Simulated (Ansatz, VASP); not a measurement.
Two plane-wave programs on AlO4

Contents of INCAR:

```
ALGO = Fast
EDIFF = 1E-6
EDIFFG = -0.01
ENCUT = 600
GGA = PE
IBRION = 2
ISIF = 3
ISMEAR = 0
ISPIN = 2
LASPH = True
LCHARG = False
LORBIT = 11
LREAL = False
LWAVE = False
MAGMOM = 0 0.47 0.47 0.47 0.47
NELM = 150
NSW = 100
PREC = Accurate
SIGMA = 0.1
```

File KPOINTS:

```
k-points
0
Gamma
  12 12 10
```

The input POSCAR:

```
AlO4
1.0
    4.0992188706      0.0000000000      0.0000000000
   -2.0496094353      3.5500276776      0.0000000000
    0.0000000000      0.0000000000      3.6125980301
Al O
1 4
Direct
    0.0000000000      0.0000000000      0.5000000000
    0.5000000000      0.0000000000      0.5000000000
    0.0000000000      0.5000000000      0.5000000000
    0.5000000000      0.5000000000      0.5000000000
    0.0000000000      0.0000000000      0.0000000000
```

Input for Ansatz:

```yaml
crystal:
  lattice:
    - [4.0992188706, 0.0, 0.0]
    - [-2.0496094353, 3.5500276776, 0.0]
    - [0.0, 0.0, 3.6125980301]
  atoms:
    - { symbol: Al, position: [0.0, 0.0, 0.5] }
    - { symbol: O, position: [0.5, 0.0, 0.5], spin: 0.47 }
    - { symbol: O, position: [0.0, 0.5, 0.5], spin: 0.47 }
    - { symbol: O, position: [0.5, 0.5, 0.5], spin: 0.47 }
    - { symbol: O, position: [0.0, 0.0, 0.0], spin: 0.47 }
basis:
  ecutwfc: 420
kpoints:
  mp_grid: { grid: [12, 12, 10] }
hamiltonian:
  xc: pbe
scf:
  occupations: { method: gaussian, width: 0.1 }
output:
  forces: true
  stress: true
  eigenvalues: true
  populations: true
magnetization:
  spin_polarized: true
relax:
  adjacent_minimum: "off"
  f_tol: 0.01
  max_steps: 80
  cell: { stress_tol: 0.05 }
```

Alike in both runs: task relaxation of cell and atoms; functional PBE; k mesh 12 × 12 × 10; occupations gaussian, width 0.1 eV; collinear spin.

|  | VASP | Ansatz |
| --- | --- | --- |
| version | VASP 6.6.1 | Ansatz 0.2.0 |
| potentials or method | VASP PAW PBE potentials, release 64 (Al, O), cutoff 600 eV | scalar-relativistic, plane waves, PAW |
| valence electrons in the cell | 27 | 27 |

Ansatz gave:

```
gap on the k mesh at the Fermi level, each at its own relaxed structure (eV) : none
net moment per atom (μB)                                                     : 0.36
size of the moment on the site where the two differ most (μB)                : 0.32
relaxed volume (Å³/atom)                                                     : 10.46
relaxed cell length with the largest relative difference (Å)                 : 3.617
```

**Question.** Estimate VASP's values.

**Answer.** gap on the k mesh at the Fermi level, each at its own relaxed structure (eV): none; net moment per atom (μB): 0.36; size of the moment on the site where the two differ most (μB): 0.30; relaxed volume (Å³/atom): 10.43; relaxed cell length with the largest relative difference (Å): 3.612.

Site moments also hang on the region over which each program counts them. A gap of «none» marks a metal or a gap that the smearing closes.
